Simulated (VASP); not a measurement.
# ScAlH6 (P4/mmm) in VASP: further runs, part 3 of 3

VASP 6.6.1.

### 5 Relaxation of cell and atoms, PBEsol

This run uses another cell than the first one, of 10.25 Å³/atom.

Input file INCAR:

```
PREC = Accurate ; ENCUT = 600
EDIFF = 1E-7 ; ISMEAR = -1
SIGMA = 0.03 ; LREAL = False
LASPH = True ; NELM = 60
ALGO = Normal ; ISIF = 3
LWAVE = False ; LCHARG = False
GGA = PS ; IBRION = 2
NSW = 100 ; EDIFFG = -0.01
```

Input file KPOINTS:

```
Automatic mesh
0
Gamma
  6 6 4
```

Input file POSCAR:

```
ScAlH6
1.0
    3.4507352800      0.0000000000      0.0000000000
    0.0000000000      3.4507352800      0.0000000000
    0.0000000000      0.0000000000      6.8887702500
Sc Al H
1 1 6
Direct
    0.0000000000      0.0000000000      0.0000000000
    0.0000000000      0.0000000000      0.5000000000
    0.5000000000      0.5000000000      0.0000000000
    0.5000000000      0.5000000000      0.5000000000
    0.5000000000      0.0000000000      0.2569911300
    0.5000000000      0.0000000000      0.7430088700
    0.0000000000      0.5000000000      0.2569911300
    0.0000000000      0.5000000000      0.7430088700
```

Started as:

```console
> cat potpaw_PBE.64/Sc_sv/POTCAR potpaw_PBE.64/Al/POTCAR potpaw_PBE.64/H/POTCAR > POTCAR
> mpirun -np 1 vasp_std > vasp.out
```

Run time: 6.8 min. Hardware: 1 thread of Oxide Virtual Turin-like, shared host; peak memory 0.23 GiB.

It converged, with:

```
Free energy                           : -30.4418 eV
Relaxed volume                        : 6.36 Å³/atom
Relaxed cell                          : a = 2.930 Å, b = 2.930 Å, c = 5.925 Å, α = 90.00°, β = 90.00°, γ = 90.00°
Space group after relaxing (to 0.1 Å) : P4/mmm (No. 123)
Energy gained by relaxing             : 368.3 meV/atom
Ionic steps                           : 13
Pressure after relaxing               : 0.0 GPa
Band gap on the k mesh                : zero (bands 10 and 11 overlap by 3.88 eV)
```

Forces in eV/Å, atoms in the order of the input:
```
Sc   0.000  0.000  0.000
Al   0.000  0.000  0.000
H    0.000  0.000  0.000
H    0.000  0.000  0.000
H    0.000  0.000  0.003
H    0.000  0.000 -0.003
H    0.000  0.000  0.003
H    0.000  0.000 -0.003
```

Stress tensor (GPa, compression positive):
```
 0.09  0.00  0.00
 0.00  0.09  0.00
 0.00  0.00 -0.14
```

The path:
| step | energy change (eV) | largest force (eV/Å) | pressure (GPa) | volume (Å³) |
| --- | --- | --- | --- | --- |
| 1 | 0.0000 | 0.2849 | -21.11 | 82.03 |
| 2 | -1.8843 | 0.1730 | -17.40 | 67.01 |
| 3 | -2.8045 | 0.0332 | -7.62 | 55.99 |
| 4 | -0.9355 | 0.5714 | 56.99 | 37.70 |
| 5 | -2.9093 | 0.0197 | -2.56 | 52.71 |
| 6 | -2.9185 | 0.0466 | -0.16 | 51.43 |
| 7 | -2.9171 | 0.0354 | -1.17 | 51.95 |
| 8 | -2.9289 | 0.0254 | -1.28 | 51.80 |
| 9 | -2.9443 | 0.0094 | -0.91 | 51.32 |
| 10 | -2.9447 | 0.0038 | -1.13 | 51.43 |
| 11 | -2.9449 | 0.0057 | -1.08 | 51.40 |
| 12 | -2.9466 | 0.0045 | 0.21 | 50.79 |
| 13 | -2.9467 | 0.0029 | 0.01 | 50.89 |

Final structure:
```cif
data_structure
_symmetry_space_group_name_H-M 'P 1'
_symmetry_Int_Tables_number 1
_cell_length_a 2.9305
_cell_length_b 2.9305
_cell_length_c 5.9254
_cell_angle_alpha 90.000
_cell_angle_beta 90.000
_cell_angle_gamma 90.000
_cell_volume 50.89
loop_
_atom_site_label
_atom_site_type_symbol
_atom_site_fract_x
_atom_site_fract_y
_atom_site_fract_z
_atom_site_occupancy
Sc1 Sc 0.00000 0.00000 0.00000 1
Al1 Al 0.00000 0.00000 0.50000 1
H1 H 0.50000 0.50000 0.00000 1
H2 H 0.50000 0.50000 0.50000 1
H3 H 0.50000 0.00000 0.25443 1
H4 H 0.50000 0.00000 0.74557 1
H5 H 0.00000 0.50000 0.25443 1
H6 H 0.00000 0.50000 0.74557 1
```

Levels at points of the mesh, in eV from the Fermi level:
| k point | band 7 | band 8 | band 9 | band 10 | band 11 | band 12 | band 13 | band 14 |
| --- | --- | --- | --- | --- | --- | --- | --- | --- |
| (0.00, 0.00, 0.00) | -6.60 | -1.54 | -1.27 | 2.29 | 3.37 | 3.40 | 3.40 | 4.79 |
| (0.50, 0.00, 0.00) | -5.14 | -4.27 | -3.57 | -0.76 | 2.23 | 2.51 | 2.76 | 3.85 |
| (0.50, 0.50, 0.00) | -4.53 | -3.77 | -3.77 | -3.30 | -1.59 | 2.58 | 3.58 | 3.58 |
| (0.00, 0.00, 0.50) | -4.22 | -2.22 | -1.31 | 1.00 | 3.23 | 3.23 | 4.79 | 5.09 |
| (0.50, 0.00, 0.50) | -5.57 | -5.56 | -1.80 | -0.37 | 0.32 | 2.77 | 3.04 | 3.81 |
| (0.50, 0.50, 0.50) | -5.08 | -3.64 | -2.74 | -2.74 | -0.65 | 0.30 | 1.69 | 1.69 |

Caveat: the volume moved by over 15 % at a fixed basis, so the end points are rough; the PAW data sets were made with another functional, which shifts forces and pressure a little.

### 6 Relaxation of cell and atoms, r2SCAN+rVV10

Input file POSCAR:

```
ScAlH6
1.0
    2.9294883574      0.0000000000      0.0000000000
    0.0000000000      2.9294883574      0.0000000000
    0.0000000000      0.0000000000      5.9186895952
Sc Al H
1 1 6
Direct
    0.0000000000      0.0000000000      0.0000000000
    0.0000000000      0.0000000000      0.5000000000
    0.5000000000      0.5000000000      0.0000000000
    0.5000000000      0.5000000000      0.5000000000
    0.5000000000      0.0000000000      0.2542484011
    0.5000000000      0.0000000000      0.7457515989
    0.0000000000      0.5000000000      0.2542484011
    0.0000000000      0.5000000000      0.7457515989
```

Input file INCAR.step1:

```
PREC = Accurate
ENCUT = 600
ISMEAR = -1
SIGMA = 0.03
LREAL = False
LASPH = True
NELM = 80
GGA = PE
ALGO = Normal
EDIFF = 1E-4
LWAVE = True
LCHARG = False
```

Input file INCAR.step2:

```
PREC = Accurate
ENCUT = 600
EDIFF = 1E-6
ISMEAR = -1
SIGMA = 0.03
LREAL = False
LASPH = True
NELM = 80
ALGO = Normal
ISIF = 3
LWAVE = False
LCHARG = False
METAGGA = R2SCAN
LMIXTAU = True
LUSE_VDW = True
IVDW_NL = 2
BPARAM = 11.95
CPARAM = 0.0093
IBRION = 2
NSW = 100
EDIFFG = -0.01
ISTART = 1
```

Input file KPOINTS:

```
regular mesh
0
Gamma
  8 8 4
```

Potentials or basis: VASP PAW PBE potentials, release 64 (Sc_sv, Al, H).

Started as:

```console
> cat potpaw_PBE.64/Sc_sv/POTCAR potpaw_PBE.64/Al/POTCAR potpaw_PBE.64/H/POTCAR > POTCAR
> cp INCAR.step1 INCAR
> mpirun -np 1 vasp_std > vasp.out
> cp INCAR.step2 INCAR
> mpirun -np 1 vasp_std > vasp.out
```

Run time: 12 min. Hardware: 1 thread of Oxide Virtual Turin-like, shared host; peak memory 0.3 GiB.

It converged, with:

```
Free energy                           : -37.8672 eV
Relaxed volume                        : 6.39 Å³/atom
Relaxed cell                          : a = 2.952 Å, b = 2.952 Å, c = 5.868 Å, α = 90.00°, β = 90.00°, γ = 90.00°
Space group after relaxing (to 0.1 Å) : P4/mmm (No. 123)
Energy gained by relaxing             : 2.3 meV/atom
Ionic steps                           : 9
Pressure after relaxing               : 0.1 GPa
Band gap on the k mesh                : zero (bands 10 and 11 overlap by 3.49 eV)
```

Forces on the atoms (eV/Å):
```
Sc   0.000  0.000  0.000
Al   0.000  0.000  0.000
H    0.000  0.000  0.000
H    0.000  0.000  0.000
H    0.000  0.000  0.003
H    0.000  0.000 -0.003
H    0.000  0.000  0.003
H    0.000  0.000 -0.003
```

The path:
| step | energy change (eV) | largest force (eV/Å) | pressure (GPa) | volume (Å³) |
| --- | --- | --- | --- | --- |
| 1 | 0.0000 | 0.1558 | 1.09 | 50.79 |
| 2 | -0.0088 | 0.1190 | 0.35 | 51.11 |
| 3 | -0.0151 | 0.0599 | -0.85 | 51.64 |
| 4 | -0.0152 | 0.0557 | -0.92 | 51.68 |
| 5 | -0.0174 | 0.0372 | -0.39 | 51.40 |
| 6 | -0.0179 | 0.0172 | 0.18 | 51.11 |
| 7 | -0.0179 | 0.0216 | 0.06 | 51.16 |
| 8 | -0.0183 | 0.0098 | 0.08 | 51.15 |
| 9 | -0.0184 | 0.0028 | 0.07 | 51.14 |

Final structure:
```cif
data_structure
_symmetry_space_group_name_H-M 'P 1'
_symmetry_Int_Tables_number 1
_cell_length_a 2.9522
_cell_length_b 2.9522
_cell_length_c 5.8676
_cell_angle_alpha 90.000
_cell_angle_beta 90.000
_cell_angle_gamma 90.000
_cell_volume 51.14
loop_
_atom_site_label
_atom_site_type_symbol
_atom_site_fract_x
_atom_site_fract_y
_atom_site_fract_z
_atom_site_occupancy
Sc1 Sc 0.00000 0.00000 0.00000 1
Al1 Al 0.00000 0.00000 0.50000 1
H1 H 0.50000 0.50000 0.00000 1
H2 H 0.50000 0.50000 0.50000 1
H3 H 0.50000 0.00000 0.26030 1
H4 H 0.50000 0.00000 0.73970 1
H5 H 0.00000 0.50000 0.26030 1
H6 H 0.00000 0.50000 0.73970 1
```

Levels at points of the mesh, in eV from the Fermi level:
| k point | band 6 | band 7 | band 8 | band 9 | band 10 | band 11 | band 12 | band 13 | band 14 | band 15 |
| --- | --- | --- | --- | --- | --- | --- | --- | --- | --- | --- |
| (0.00, 0.00, 0.00) | -8.13 | -6.84 | -1.77 | -1.24 | 1.95 | 3.16 | 3.50 | 3.50 | 4.85 | 6.70 |
| (0.50, 0.00, 0.00) | -7.96 | -5.39 | -4.67 | -3.91 | -0.58 | 2.09 | 2.84 | 2.85 | 3.93 | 4.57 |
| (0.50, 0.50, 0.00) | -5.06 | -5.06 | -4.10 | -4.10 | -3.49 | -1.53 | 2.72 | 4.03 | 4.03 | 5.21 |
| (0.00, 0.00, 0.50) | -9.99 | -4.53 | -2.06 | -1.45 | 0.51 | 3.33 | 3.33 | 4.85 | 4.92 | 5.59 |
| (0.50, 0.00, 0.50) | -7.36 | -5.98 | -5.93 | -1.67 | -0.75 | 0.37 | 2.86 | 3.69 | 3.89 | 5.60 |
| (0.50, 0.50, 0.50) | -5.57 | -5.57 | -3.82 | -3.15 | -3.15 | -0.47 | 0.30 | 1.98 | 1.98 | 5.77 |

Caveat: the PAW data sets were made with another functional, which shifts forces and pressure a little.

### 7 The runs side by side

| task | level | cell | k mesh | cutoff (eV) | gap on the mesh (eV) | pressure (GPa) | relaxed volume (Å³/atom) | largest force (eV/Å) |
| --- | --- | --- | --- | --- | --- | --- | --- | --- |
| single point | PBEsol | a = 2.929, b = 2.929, c = 5.919 Å, 8 atoms, atomic positions A | 6 × 6 × 4 | 520 | none | 0.0 | - | 0.01 |
| single point | r2SCAN+rVV10 | a = 2.951, b = 2.951, c = 5.864 Å, 8 atoms, atomic positions B | 8 × 8 × 4 | 520 | none | 0.1 | - | 0.02 |
| single point | r2SCAN+rVV10 | a = 2.951, b = 2.951, c = 5.864 Å, 8 atoms, atomic positions B | 10 × 10 × 6 | 520 | none | 0.1 | - | 0.01 |
| relaxation of cell and atoms | PBEsol | relaxed from a = 3.451, b = 3.451, c = 6.889 Å, 8 atoms, atomic positions C | 6 × 6 × 4 | 600 | none | 0.0 | 6.36 | - |
| relaxation of cell and atoms | r2SCAN+rVV10 | relaxed from a = 2.929, b = 2.929, c = 5.919 Å, 8 atoms, atomic positions A | 8 × 8 × 4 | 600 | none | 0.1 | 6.39 | - |

Alike in all rows: potentials or basis VASP PAW PBE potentials, release 64 (Sc_sv, Al, H); no spin polarisation; smearing fermi-dirac 0.03 eV.

Caveats: the PAW data sets were made with another functional, which shifts forces and pressure a little; the volume moved by over 15 % at a fixed basis, so the end points are rough (at least some runs).

Absolute energies hang on the potentials; compare differences alone.
